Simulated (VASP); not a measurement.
# MgI2 in VASP: notebook

Aim: see how the results for MgI2 move with the level of theory and the settings. Levels: PBE, r2SCAN. Tasks: single point.

Everything below comes from runs of VASP 6.6.1. Logs are shortened: lines on timing, memory, paths and dates and some standing lists are left out, and cuts for length are marked.

## (1) The cell of the first run

Symmetry: R-3m, No. 166, trigonal system. Conventional cell: a = 5.311 Å, b = 5.311 Å, c = 12.620 Å, α = 90.00°, β = 90.00°, γ = 120.00°. Within 4.1 Å of Mg (site symmetry -3m) lie 8 I at 3.15 to 3.24 Å. Within 4.1 Å of I (site symmetry 3m) lie 4 Mg at 3.15 to 3.24 Å and 6 I at 3.71 to 3.73 Å.

## (2) Single point, PBE (strain along [111] -3.0%)

File INCAR:

```
ALGO = Normal ; EDIFF = 1E-6
ENCUT = 520 ; GGA = PE
ISIF = 2 ; ISMEAR = -1
LASPH = T ; LCHARG = F
LREAL = F ; LWAVE = F
NBANDS = 15 ; NELM = 60
PREC = Accurate ; SIGMA = 0.02
```

File KPOINTS:

```
k-points
0
Gamma
  6 6 6
```

File POSCAR:

```
MgI2
1.0
   -0.0751144117      3.6806061742      3.6806061742
    3.6806061742     -0.0751144117      3.6806061742
    3.6806061742      3.6806061742     -0.0751144117
Mg I
1 2
Direct
    0.0000000000      0.0000000000      0.0000000000
    0.2493108030      0.2493108030      0.2493108030
    0.7506891970      0.7506891970      0.7506891970
```

Potentials or basis: VASP PAW PBE potentials, release 64 (Mg, I).

Run with:

```sh
$ cat potpaw_PBE.64/Mg/POTCAR potpaw_PBE.64/I/POTCAR > POTCAR
$ mpirun -np 1 vasp_std > vasp.out
```

OUTCAR:

```text
EDIFF = 1E-6
   ENCUT = 520
   GGA = PE
   ISIF = 2
   ISMEAR = -1
   LASPH = T
   LREAL = F
   NELM = 60
   PREC = Accurate

 ion  position               nearest neighbor table
   1  0.000  0.000  0.000-   2 3.15   3 3.15   3 3.24   3 3.24   3 3.24   2 3.24   2 3.24   2 3.24

   2  0.249  0.249  0.249-   1 3.15   1 3.24   1 3.24   1 3.24
   3  0.751  0.751  0.751-   1 3.15   1 3.24   1 3.24   1 3.24

  LATTYP: Found a trigonal (rhomboedric) cell.
 ALAT       =     5.2057051198
 COS(alpha) =     0.4794919842

  Lattice vectors:

 A1 = (  -0.0751144117,   3.6806061742,   3.6806061742)
 A2 = (   3.6806061742,  -0.0751144117,   3.6806061742)
 A3 = (   3.6806061742,   3.6806061742,  -0.0751144117)

Analysis of symmetry for initial positions (statically):
=====================================================================
 Subroutine PRICEL returns:
 Original cell was already a primitive cell.

 Routine SETGRP: Setting up the symmetry group for a
 trigonal (rhombohedral) supercell.

 Subroutine GETGRP returns: Found 12 space group operations
 (whereof 12 operations were pure point group operations)
 out of a pool of 12 trial point group operations.

The static configuration has the point symmetry D_3d.

Analysis of symmetry for dynamics (positions and initial velocities):
=====================================================================
 Subroutine PRICEL returns:
 Original cell was already a primitive cell.

 Routine SETGRP: Setting up the symmetry group for a
 trigonal (rhombohedral) supercell.

 Subroutine GETGRP returns: Found 12 space group operations
 (whereof 12 operations were pure point group operations)
 out of a pool of 12 trial point group operations.

The dynamic configuration has the point symmetry D_3d.

 Subroutine INISYM returns: Found 12 space group operations
 (whereof 12 operations are pure point group operations),
 and found     1 'primitive' translations

----------------------------------------------------------------------------------------

                                     Primitive cell

  volume of cell :     102.7736

  direct lattice vectors                    reciprocal lattice vectors
    -0.075114412  3.680606174  3.680606174    -0.131757768  0.134502721  0.134502721
     3.680606174 -0.075114412  3.680606174     0.134502721 -0.131757768  0.134502721
     3.680606174  3.680606174 -0.075114412     0.134502721  0.134502721 -0.131757768

  length of vectors
     5.205705120  5.205705120  5.205705120     0.231391602  0.231391602  0.231391602

  position of ions in fractional coordinates (direct lattice)
     0.000000000  0.000000000  0.000000000
     0.249310803  0.249310803  0.249310803
     0.750689197  0.750689197  0.750689197

  ion indices of the primitive-cell ions
   primitive index   ion index
                 1           1
                 2           2
                 3           3

----------------------------------------------------------------------------------------

 KPOINTS: k-points

Automatic generation of k-mesh.
 Grid dimensions read from file:
 generate k-points for:    6    6    6

 Generating k-lattice:

  Cartesian coordinates                     Fractional coordinates (reciprocal lattice)
    -0.021959628  0.022417120  0.022417120     0.166666667 -0.000000000 -0.000000000
     0.022417120 -0.021959628  0.022417120    -0.000000000  0.166666667 -0.000000000
     0.022417120  0.022417120 -0.021959628    -0.000000000 -0.000000000  0.166666667

  Length of vectors
     0.038565267  0.038565267  0.038565267

  Shift w.r.t. Gamma in fractional coordinates (k-lattice)
     0.000000000  0.000000000  0.000000000

 Subroutine IBZKPT returns following result:
 ===========================================

 Found     32 irreducible k-points:

 Following reciprocal coordinates:
            Coordinates               Weight
  0.000000  0.000000  0.000000      1.000000
  0.166667  0.000000 -0.000000      6.000000
  0.333333 -0.000000 -0.000000      6.000000
  0.500000 -0.000000 -0.000000      3.000000
  0.166667  0.166667 -0.000000      6.000000
  0.333333  0.166667 -0.000000     12.000000
[... 16 lines left out ...]
  0.500000  0.500000  0.166667      6.000000
 -0.333333  0.500000  0.166667     12.000000
 [... further k-points ...]
   k-points           NKPTS =     32   k-points in BZ     NKDIM =     32   number of bands    NBANDS=     15
   number of dos      NEDOS =    301   number of ions     NIONS =      3
   total plane-waves  NPLWV =  64000
   dimension x,y,z NGX =    40 NGY =   40 NGZ =   40
   dimension x,y,z NGXF=    80 NGYF=   80 NGZF=   80
   ions per type =               1   2
   NGX,Y,Z   is equivalent  to a cutoff of  12.77, 12.77, 12.77 a.u.
   NGXF,Y,Z  is equivalent  to a cutoff of  25.55, 25.55, 25.55 a.u.
 SYSTEM =  unknown system
   PREC   = accura    normal or accurate (medium, high low for compatibility)
   ISTART =      0    job   : 0-new  1-cont  2-samecut
   ICHARG =      2    charge: 1-file 2-atom 10-const
   ISPIN  =      1    spin polarized calculation?
   LNONCOLLINEAR =      F non collinear calculations
   LSORBIT =      F    spin-orbit coupling
   LASPH  =      T    aspherical Exc in radial PAW
   ENCUT  =  520.0 eV  38.22 Ry    6.18 a.u.   9.68  9.68  9.68*2*pi/ulx,y,z
   NELM   =     60;   NELMIN=  2; NELMDL= -5     # of ELM steps
   EDIFF  = 0.1E-05   stopping-criterion for ELM
   LREAL  =      F    real-space projection
   EDIFFG = 0.1E-04   stopping-criterion for IOM
   NSW    =      0    number of steps for IOM
   IBRION =     -1    ionic relax: 0-MD 1-quasi-New 2-CG
   NFREE  =      0    steps in history (QN), initial steepest desc. (CG)
   ISIF   =      2    stress and relaxation
   ISYM   =      2    0-nonsym 1-usesym 2-fastsym
   POTIM  = 0.5000    time-step for ionic-motion
   TEBEG  =    0.0;   TEEND  =   0.0 temperature during run
   PSTRESS=    0.0 pullay stress
   NELECT =      16.0000    total number of electrons
   NUPDOWN=      -1.0000    fix difference up-down
   EMIN   =  10.00;   EMAX   =-10.00  energy-range for DOS
   EFERMI =   0.00;   METHOD = LEGACY
   ISMEAR =    -1;   SIGMA  =   0.02  broadening in eV -4-tet -1-fermi 0-gaus
   EFERMI_NEDOS =   21; number of points for ismear=-14 and -15
   IALGO  =     38    algorithm
   IMIX   =      4    mixing-type and parameters
     AMIX     =   0.40;   BMIX     =  1.00
     AMIX_MAG =   1.60;   BMIX_MAG =  1.00
  volume/ion in A,a.u.               =      34.26       231.18
  Fermi-wavevector in a.u.,A,eV,Ry     =   0.880686  1.664255 10.552779  0.775607
  Thomas-Fermi vector in A             =   2.001080
   LORBIT       =      0    0 simple, 1 ext, 2 COOP (PROOUT), +10 PAW based schemes
   GGA     = PE    functional components
   LHFCALC =     F    Hartree Fock is set to
   AEXX    =    0.0000 exact exchange contribution
   IVDW    =     0    specifies the selected vdW correction
   LEPSILON=     F    determine dielectric tensor
   LRPA    =     F    only Hartree local field effects (RPA)
 non-spin polarized calculation
  energy-cutoff  :      520.00
  volume of cell :      102.77
 maximum number of plane-waves:      2786
   NGX = 19   NGY = 19   NGZ = 19

 number of electron      16.0000000 magnetization

 Free energy of the ion-electron system (eV)
  ---------------------------------------------------
  ext. energy  EPLUGINS =         0.00000000
  ---------------------------------------------------
  free energy    TOTEN  =        -6.39604156 eV

  energy without entropy =       -6.39604156  energy(sigma->0) =       -6.39604156

 E-fermi :   3.9233     XC(G=0):  -8.2399

 val. band max:        3.5827005928   @ k =   0.5000   0.5000  -0.0000
 cond. band min:       4.2422415018   @ k =   0.0000   0.0000   0.0000
 fundamental gap:      0.6595409090
 Fermi energy:         3.9232626527

 k-point     1 :       0.0000    0.0000    0.0000
  band No.  band energies     occupation
      1      -9.5310      2.00000
      2      -7.8458      2.00000
      3       0.4542      2.00000
      4       0.4542      2.00000
      5       0.5331      2.00000
      6       2.2910      2.00000
      7       2.4785      2.00000
      8       2.4785      2.00000
      9       4.2422      0.00000
     10       6.5208      0.00000
     11       6.5208      0.00000
     12       6.7925      0.00000
     13       8.6671      0.00000
     14       8.6671      0.00000
     15      10.1267      0.00000

 k-point     2 :       0.1667    0.0000   -0.0000
  band No.  band energies     occupation
      1      -9.4260      2.00000
      2      -7.9667      2.00000
      3       0.4082      2.00000
      4       0.5134      2.00000
      5       0.5665      2.00000
      6       1.7733      2.00000
      7       2.0909      2.00000
      8       2.2095      2.00000
      9       5.0993      0.00000
     10       6.8187      0.00000
     11       6.8483      0.00000
     12       7.0701      0.00000
     13       9.2366      0.00000
     14       9.2378      0.00000
     15      10.8483      0.00000

 k-point     3 :       0.3333   -0.0000   -0.0000
  band No.  band energies     occupation
      1      -9.1335      2.00000
      2      -8.2907      2.00000
      3       0.2268      2.00000
      4       0.7123      2.00000
      5       0.7224      2.00000
      6       1.1287      2.00000
      7       1.5930      2.00000
      8       1.6452      2.00000
      9       5.9344      0.00000
     10       7.6613      0.00000
     11       7.9276      0.00000
     12       8.3011      0.00000
     13      10.3553      0.00000
     14      10.4186      0.00000
     15      11.1210      0.00000
[... 343 lines left out ...]
 k-point    23 :       0.5000    0.5000    0.1667
  band No.  band energies     occupation
      1      -8.8966      2.00000
      2      -8.4162      2.00000
      3      -1.2243      2.00000
      4      -0.2127      2.00000
      5      -0.2049      2.00000
      6       2.5281      2.00000
      7       2.7715      2.00000
      8       3.1852      2.00000
      9       5.0192      0.00000
     10       8.0428      0.00000
     11       9.2233      0.00000
     12       9.5007      0.00000
     13      10.3620      0.00000
     14      10.6838      0.00000
     15      11.5526      0.00000

 k-point    24 :      -0.3333    0.5000    0.1667
  band No.  band energies     occupation
      1      -8.7929      2.00000
      2      -8.5189      2.00000
      3      -1.3266      2.00000
      4      -0.5795      2.00000
      5       0.3058      2.00000
      6       1.8921      2.00000
      7       3.1636      2.00000
      8       3.4532      2.00000
      9       5.2022      0.00000
     10       8.1246      0.00000
     11       8.5284      0.00000
     12       9.4994      0.00000
     13      11.0824      0.00000
     14      11.1393      0.00000
     15      11.3699      0.00000

 [... further k-points ...]
[... 5 lines left out ...]
  --------------------------------------------------------------------------------------
  -------------------------------------------------------------------------------------
  Total        0.7350234      0.7350234      0.7350234     -0.2075627     -0.2075627     -0.2075627
  in kB       11.4585641     11.4585641     11.4585641     -3.2357758     -3.2357758     -3.2357758
  external PRESSURE =      11.4585641 kB  Pullay stress =       0.0000000 kB

 VOLUME and BASIS-vectors are now :
 -----------------------------------------------------------------------------
  energy-cutoff  :      520.00
  volume of cell :      102.77
      direct lattice vectors                 reciprocal lattice vectors
    -0.075114412  3.680606174  3.680606174    -0.131757768  0.134502721  0.134502721
     3.680606174 -0.075114412  3.680606174     0.134502721 -0.131757768  0.134502721
     3.680606174  3.680606174 -0.075114412     0.134502721  0.134502721 -0.131757768

 POSITION                                       TOTAL-FORCE (eV/Angst)
 -----------------------------------------------------------------------------------
      0.00000      0.00000      0.00000        -0.000000     -0.000000     -0.000000
      1.81650      1.81650      1.81650        -0.002369     -0.002369     -0.002369
      5.46960      5.46960      5.46960         0.002369      0.002369      0.002369
 -----------------------------------------------------------------------------------
    total drift:                                0.000000      0.000000      0.000000

  FREE ENERGIE OF THE ION-ELECTRON SYSTEM (eV)
  ---------------------------------------------------
  free  energy   TOTEN  =        -6.3960415572 eV

  energy  without entropy=       -6.3960415564  energy(sigma->0) =       -6.39604156
```

It took 19 s on 1 thread of Intel Xeon 6975P-C (Granite Rapids), shared host; peak memory 0.25 GiB.

Results:

```
Free energy            : -6.3960 eV
Pressure               : 1.1 GPa
Largest force          : 0.004 eV/Å
Band gap on the k mesh : 0.66 eV, indirect (least direct gap 1.01 eV)
```

Forces on the atoms (eV/Å):
```
Mg   0.000  0.000  0.000
I   -0.002 -0.002 -0.002
I    0.002  0.002  0.002
```

Levels at points of the mesh, in eV from the valence-band top:
```tsv
k point	band 6	band 7	band 8	band 9	band 10	band 11
(0.00, 0.00, 0.00)	-1.29	-1.10	-1.10	0.66	2.94	2.94
(0.50, 0.00, 0.00)	-2.56	-2.41	-2.35	2.71	4.89	5.20
(0.50, 0.50, 0.00)	-0.58	-0.47	0.00	1.01	4.12	6.45
(0.50, 0.50, 0.50)	-2.68	-2.37	-2.37	2.83	5.16	5.16
```

Caveat: the cell differs from its parent crystal (strain along [111] -3.0%); spin-orbit coupling is left out, which moves the levels of the heavy elements. A k mesh can miss the band edges.

(Continued in part 2 of 2.)
